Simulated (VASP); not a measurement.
# Nd2Y2Cl (P6/mmm) in VASP: relaxation of cell and atoms with PBE

Aim: the relaxation of cell and atoms of Nd2Y2Cl with PBE.

Everything below comes from runs of VASP 6.6.1. Logs are shortened: lines on timing, memory, paths and dates and some standing lists are left out, and cuts for length are marked.

## (1) The cell of the first run

Symmetry: P6/mmm, No. 191, hexagonal system. The conventional cell has a = 4.938 Å, b = 4.938 Å, c = 7.465 Å, α = 90.00°, β = 90.00°, γ = 120.00°. Nd (site symmetry 6mm) has 1 Cl at 2.28 Å and 1 Nd at 2.91 Å within 3.0 Å. Within 3.8 Å of Y (site symmetry -6m2) lie 3 Y at 2.85 Å and 6 Nd at 3.20 Å. Cl (site symmetry 6/mmm) has 2 Nd at 2.28 Å within 3.0 Å.

The cell was generated, and may not be a known phase.

## (2) Relaxation of cell and atoms, PBE

File INCAR:

```
SYSTEM = Nd2Y2Cl
ALGO = Normal
EDIFF = 1E-7
EDIFFG = -0.08
ENCUT = 500
GGA = PE
GGA_COMPAT = .False.
IBRION = 2
ISIF = 3
ISMEAR = 0
LASPH = .True.
LCHARG = .False.
LMAXMIX = 6
LREAL = .False.
LWAVE = .False.
NELM = 200
NELMIN = 4
NSW = 36
PREC = Accurate
SIGMA = 0.2
```

File KPOINTS:

```
k-points
0
Gamma
  4 4 2
  0 0 0
```

File POSCAR:

```
Nd2Y2Cl
1.0
    4.9383684100      0.0000000000      0.0000000000
   -2.4691842000      4.2767524900      0.0000000000
    0.0000000000      0.0000000000      7.4648928000
Nd Y Cl
2 2 1
Direct
    0.0000000000      0.0000000000      0.8049437500
    0.0000000000      0.0000000000      0.1950562500
    0.3333333300      0.6666666700      0.0000000000
    0.6666666700      0.3333333300      0.0000000000
    0.0000000000      0.0000000000      0.5000000000
```

Potentials or basis: VASP PAW PBE potentials, release 64 (Nd_3, Y_sv, Cl), 4f in core.

Launch:

```
> cat potpaw_PBE.64/Nd_3/POTCAR potpaw_PBE.64/Y_sv/POTCAR potpaw_PBE.64/Cl/POTCAR > POTCAR
> mpirun -np 1 vasp_std > vasp.out
```

OUTCAR:

```text
SYSTEM = Nd2Y2Cl
   EDIFF = 1E-7
   EDIFFG = -0.08
   ENCUT = 500
   GGA = PE
   IBRION = 2
   ISIF = 3
   ISMEAR = 0
   LASPH = .True.
   LREAL = .False.
   NELM = 200
   NELMIN = 4
   NSW = 36
   PREC = Accurate

 ion  position               nearest neighbor table
   1  0.000  0.000  0.805-   5 2.28   2 2.91   4 3.20   3 3.20   3 3.20   4 3.20   4 3.20   3 3.20

   2  0.000  0.000  0.195-   5 2.28   1 2.91   4 3.20   3 3.20   3 3.20   4 3.20   4 3.20   3 3.20

   3  0.333  0.667  0.000-   4 2.85   4 2.85   4 2.85   1 3.20   2 3.20   2 3.20   1 3.20   2 3.20
                             1 3.20
   4  0.667  0.333  0.000-   3 2.85   3 2.85   3 2.85   1 3.20   2 3.20   1 3.20   2 3.20   1 3.20
                             2 3.20
   5  0.000  0.000  0.500-   1 2.28   2 2.28

  LATTYP: Found a hexagonal cell.
 ALAT       =     4.9383684100
 C/A-ratio  =     1.5116111598

  Lattice vectors:

 A1 = (   4.9383684100,   0.0000000000,   0.0000000000)
 A2 = (  -2.4691842000,   4.2767524900,   0.0000000000)
 A3 = (   0.0000000000,   0.0000000000,   7.4648928000)

Analysis of symmetry for initial positions (statically):
=====================================================================
 Subroutine PRICEL returns:
 Original cell was already a primitive cell.

 Routine SETGRP: Setting up the symmetry group for a
 hexagonal supercell.

 Subroutine GETGRP returns: Found 24 space group operations
 (whereof 24 operations were pure point group operations)
 out of a pool of 24 trial point group operations.

The static configuration has the point symmetry D_6h.

Analysis of symmetry for dynamics (positions and initial velocities):
=====================================================================
 Subroutine PRICEL returns:
 Original cell was already a primitive cell.

 Routine SETGRP: Setting up the symmetry group for a
 hexagonal supercell.

 Subroutine GETGRP returns: Found 24 space group operations
 (whereof 24 operations were pure point group operations)
 out of a pool of 24 trial point group operations.

The dynamic configuration has the point symmetry D_6h.

 Subroutine INISYM returns: Found 24 space group operations
 (whereof 24 operations are pure point group operations),
 and found     1 'primitive' translations

----------------------------------------------------------------------------------------

                                     Primitive cell

  volume of cell :     157.6599

  direct lattice vectors                    reciprocal lattice vectors
     4.938368410  0.000000000  0.000000000     0.202496030  0.116911138  0.000000000
    -2.469184200  4.276752490  0.000000000     0.000000000  0.233822276  0.000000000
     0.000000000  0.000000000  7.464892800     0.000000000  0.000000000  0.133960397

  length of vectors
     4.938368410  4.938368402  7.464892800     0.233822275  0.233822276  0.133960397

  position of ions in fractional coordinates (direct lattice)
     0.000000000  0.000000000  0.804943750
     0.000000000  0.000000000  0.195056250
     0.333333330  0.666666670  0.000000000
     0.666666670  0.333333330  0.000000000
     0.000000000  0.000000000  0.500000000

  ion indices of the primitive-cell ions
   primitive index   ion index
                 1           1
                 2           2
                 3           3
                 4           4
                 5           5

----------------------------------------------------------------------------------------

 KPOINTS: k-points

Automatic generation of k-mesh.
 Grid dimensions read from file:
 generate k-points for:    4    4    2

 Generating k-lattice:

  Cartesian coordinates                     Fractional coordinates (reciprocal lattice)
     0.050624008  0.029227784  0.000000000     0.250000000 -0.000000000  0.000000000
     0.000000000  0.058455569  0.000000000     0.000000000  0.250000000  0.000000000
     0.000000000  0.000000000  0.066980198     0.000000000  0.000000000  0.500000000

  Length of vectors
     0.058455569  0.058455569  0.066980198

  Shift w.r.t. Gamma in fractional coordinates (k-lattice)
     0.000000000  0.000000000  0.000000000

 Subroutine IBZKPT returns following result:
 ===========================================

 Found      8 irreducible k-points:

 Following reciprocal coordinates:
            Coordinates               Weight
  0.000000  0.000000  0.000000      1.000000
  0.250000  0.000000  0.000000      6.000000
  0.500000  0.000000  0.000000      3.000000
  0.250000  0.250000  0.000000      6.000000
  0.000000  0.000000  0.500000      1.000000
  0.250000  0.000000  0.500000      6.000000
  0.500000  0.000000  0.500000      3.000000
  0.250000  0.250000  0.500000      6.000000
   k-points           NKPTS =      8   k-points in BZ     NKDIM =      8   number of bands    NBANDS=     30
   number of dos      NEDOS =    301   number of ions     NIONS =      5
   total plane-waves  NPLWV =  69984
   dimension x,y,z NGX =    36 NGY =   36 NGZ =   54
   dimension x,y,z NGXF=    72 NGYF=   72 NGZF=  108
   ions per type =               2   2   1
   NGX,Y,Z   is equivalent  to a cutoff of  12.12, 12.12, 12.03 a.u.
   NGXF,Y,Z  is equivalent  to a cutoff of  24.24, 24.24, 24.05 a.u.
 SYSTEM =  Nd2Y2Cl
   PREC   = accura    normal or accurate (medium, high low for compatibility)
   ISTART =      0    job   : 0-new  1-cont  2-samecut
   ICHARG =      2    charge: 1-file 2-atom 10-const
   ISPIN  =      1    spin polarized calculation?
   LNONCOLLINEAR =      F non collinear calculations
   LSORBIT =      F    spin-orbit coupling
   LASPH  =      T    aspherical Exc in radial PAW
   ENCUT  =  500.0 eV  36.75 Ry    6.06 a.u.   9.00  9.00 13.61*2*pi/ulx,y,z
   NELM   =    200;   NELMIN=  4; NELMDL= -5     # of ELM steps
   EDIFF  = 0.1E-06   stopping-criterion for ELM
   LREAL  =      F    real-space projection
   EDIFFG = -.8E-01   stopping-criterion for IOM
   NSW    =     36    number of steps for IOM
   IBRION =      2    ionic relax: 0-MD 1-quasi-New 2-CG
   NFREE  =      1    steps in history (QN), initial steepest desc. (CG)
   ISIF   =      3    stress and relaxation
   ISYM   =      2    0-nonsym 1-usesym 2-fastsym
   POTIM  = 0.5000    time-step for ionic-motion
   TEBEG  =    0.0;   TEEND  =   0.0 temperature during run
   PSTRESS=    0.0 pullay stress
   NELECT =      51.0000    total number of electrons
   NUPDOWN=      -1.0000    fix difference up-down
   EMIN   =  10.00;   EMAX   =-10.00  energy-range for DOS
   EFERMI =   0.00;   METHOD = LEGACY
   ISMEAR =     0;   SIGMA  =   0.20  broadening in eV -4-tet -1-fermi 0-gaus
   EFERMI_NEDOS =   21; number of points for ismear=-14 and -15
   IALGO  =     38    algorithm
   IMIX   =      4    mixing-type and parameters
     AMIX     =   0.40;   BMIX     =  1.00
     AMIX_MAG =   1.60;   BMIX_MAG =  1.00
  volume/ion in A,a.u.               =      31.53       212.79
  Fermi-wavevector in a.u.,A,eV,Ry     =   1.123806  2.123685 17.183326  1.262939
  Thomas-Fermi vector in A             =   2.260474
   LORBIT       =      0    0 simple, 1 ext, 2 COOP (PROOUT), +10 PAW based schemes
   GGA     = PE    functional components
   LHFCALC =     F    Hartree Fock is set to
   AEXX    =    0.0000 exact exchange contribution
   IVDW    =     0    specifies the selected vdW correction
   LEPSILON=     F    determine dielectric tensor
   LRPA    =     F    only Hartree local field effects (RPA)
 conjugate gradient relaxation of ions
 non-spin polarized calculation
 Gauss-broadening in eV      SIGMA  =   0.20
  energy-cutoff  :      500.00
  volume of cell :      157.66
 maximum number of plane-waves:      4014
 NGX is ok and might be reduce to    36
   NGX = 17   NGY = 17   NGZ = 27

--------------------------------------- Ionic step        1  -------------------------------------------

 number of electron      51.0000005 magnetization

 Free energy of the ion-electron system (eV)
  ---------------------------------------------------
  ext. energy  EPLUGINS =         0.00000000
  ---------------------------------------------------
  free energy    TOTEN  =       -20.17724568 eV

  energy without entropy =      -20.07848360  energy(sigma->0) =      -20.12786464

------------------------ aborting loop because EDIFF is reached ----------------------------------------

  FORCE on cell =-STRESS in cart. coord.  units (eV):
  Direction    XX          YY          ZZ          XY          YZ          ZX
  --------------------------------------------------------------------------------------
  -------------------------------------------------------------------------------------
  Total       13.2774928     13.2774927     34.8844912      0.0000000     -0.0000000      0.0000000
  in kB      134.9290548    134.9290544    354.5045365      0.0000002     -0.0000000      0.0000000
  external PRESSURE =     208.1208819 kB  Pullay stress =       0.0000000 kB
[... 98 lines left out ...]
  FREE ENERGIE OF THE ION-ELECTRON SYSTEM (eV)
  ---------------------------------------------------
  free  energy   TOTEN  =       -24.0803323112 eV

  energy  without entropy=      -23.9280518305  energy(sigma->0) =      -24.00419207

[... ionic steps 4 to 9 ...]

--------------------------------------- Ionic step       10  -------------------------------------------

 number of electron      51.0000002 magnetization

------------------------ aborting loop because EDIFF is reached ----------------------------------------

  FORCE on cell =-STRESS in cart. coord.  units (eV):
  Direction    XX          YY          ZZ          XY          YZ          ZX
  --------------------------------------------------------------------------------------
  -------------------------------------------------------------------------------------
  Total       -0.2394532     -0.2394532      0.2874646     -0.0000000     -0.0000000     -0.0000000
  in kB       -1.5520790     -1.5520790      1.8632779     -0.0000000     -0.0000000     -0.0000000
  external PRESSURE =      -0.4136267 kB  Pullay stress =       0.0000000 kB
[... 63 lines left out ...]
  energy  without entropy=      -24.4185603404  energy(sigma->0) =      -24.50919614

--------------------------------------- Ionic step       12  -------------------------------------------

 number of electron      51.0000001 magnetization

 Free energy of the ion-electron system (eV)
  ---------------------------------------------------
  ext. energy  EPLUGINS =         0.00000000
  ---------------------------------------------------
  free energy    TOTEN  =       -24.60185994 eV

  energy without entropy =      -24.41864220  energy(sigma->0) =      -24.51025107

 E-fermi :   0.9538     XC(G=0):  -7.2052

 val. band max:        0.9464133298   @ k =   0.2500   0.0000   0.0000
 cond. band min:       1.0681093183   @ k =   0.2500   0.2500   0.0000
 fundamental gap:      0.1216959885
 Fermi energy:         0.9538116592

 k-point     1 :       0.0000    0.0000    0.0000
  band No.  band energies     occupation
      1     -41.6635      2.00000
      2     -41.5528      2.00000
      3     -37.3971      2.00000
      4     -37.3687      2.00000
      5     -21.8255      2.00000
      6     -21.8255      2.00000
[... 285 lines left out ...]
  FREE ENERGIE OF THE ION-ELECTRON SYSTEM (eV)
  ---------------------------------------------------
  free  energy   TOTEN  =       -24.6018599425 eV

  energy  without entropy=      -24.4186421981  energy(sigma->0) =      -24.51025107

 reached required accuracy - stopping structural energy minimisation
```

Wall time 15 min (1 thread of Intel Xeon 6975P-C (Granite Rapids), shared host); peak memory 0.29 GiB.

What came out:

* Free energy: -24.6019 eV
* Relaxed volume: 49.06 Å³/atom
* Relaxed cell: a = 5.594 Å, b = 5.594 Å, c = 9.052 Å, α = 90.00°, β = 90.00°, γ = 120.00°
* Space group after relaxing (to 0.1 Å): P6/mmm (No. 191)
* Energy gained by relaxing: 884.9 meV/atom
* Ionic steps: 12
* Pressure after relaxing: 0.0 GPa
* Largest force after relaxing: 0.058 eV/Å
* Band gap on the k mesh: zero (an odd number of electrons rules out a gap without spin polarisation)

Forces on the atoms (eV/Å):
```
Nd   0.000  0.000 -0.058
Nd   0.000  0.000  0.058
Y    0.000  0.000  0.000
Y    0.000  0.000  0.000
Cl   0.000  0.000  0.000
```

The path:
```
step  energy change (eV)  largest force (eV/Å)  pressure (GPa)  volume (Å³)
   1              0.0000                3.5556           20.81       157.66
   2             -3.6443                1.3953           -0.89       268.18
   3             -3.9031                1.8446            2.45       222.04
   4             -3.9266                1.8141            1.33       233.74
   5             -3.9284                1.8266            1.51       231.57
   6             -4.2966                0.8982           -0.34       250.74
   7             -4.3336                0.5020           -1.04       259.92
   8             -4.4131                0.1296           -0.25       250.19
   9             -4.4140                0.0751           -0.15       249.16
  10             -4.4196                0.0909           -0.04       247.18
  11             -4.4226                0.1155            0.12       244.38
  12             -4.4246                0.0581            0.00       245.30
```

Final structure:
```
CELL_PARAMETERS angstrom
5.59392 0.00000 0.00000
-2.79696 4.84448 0.00000
0.00000 0.00000 9.05191
ATOMIC_POSITIONS crystal
Nd 0.00000 0.00000 0.80414
Nd 0.00000 0.00000 0.19586
Y 0.33333 0.66667 0.00000
Y 0.66667 0.33333 0.00000
Cl 0.00000 0.00000 0.50000
```

Levels at points of the mesh, in eV from the Fermi level:
```tsv
k point	band 24	band 25	band 26	band 27	band 28	band 29
(0.00, 0.00, 0.00)	-0.42	-0.42	-0.35	-0.35	0.45	0.45
(0.50, 0.00, 0.00)	-0.68	-0.01	0.34	0.63	0.81	1.01
(0.00, 0.00, 0.50)	-0.55	-0.37	-0.37	-0.23	0.47	0.47
(0.50, 0.00, 0.50)	-0.72	-0.16	0.34	0.40	0.80	1.17
```

Caveat: the k points lie up to 0.35 Å⁻¹ apart in the final cell, too coarse for converged energies and pressures of a metal; the volume moved by over 15 % at a fixed basis, so the end points are rough; spin-orbit coupling is left out, which moves the levels of the heavy elements; the 4f electrons are frozen in the core, so they carry no moment and show no levels; the run has no spin polarisation, though such a crystal can be magnetic; the relaxation stopped at a loose force limit of 0.08 eV/Å, so its end isn't a converged minimum. Spin polarisation is off, so any magnetic state and its effect on volume and gap are missing.

The gap in the log of VASP goes by the Fermi energy; the results here count the filled bands.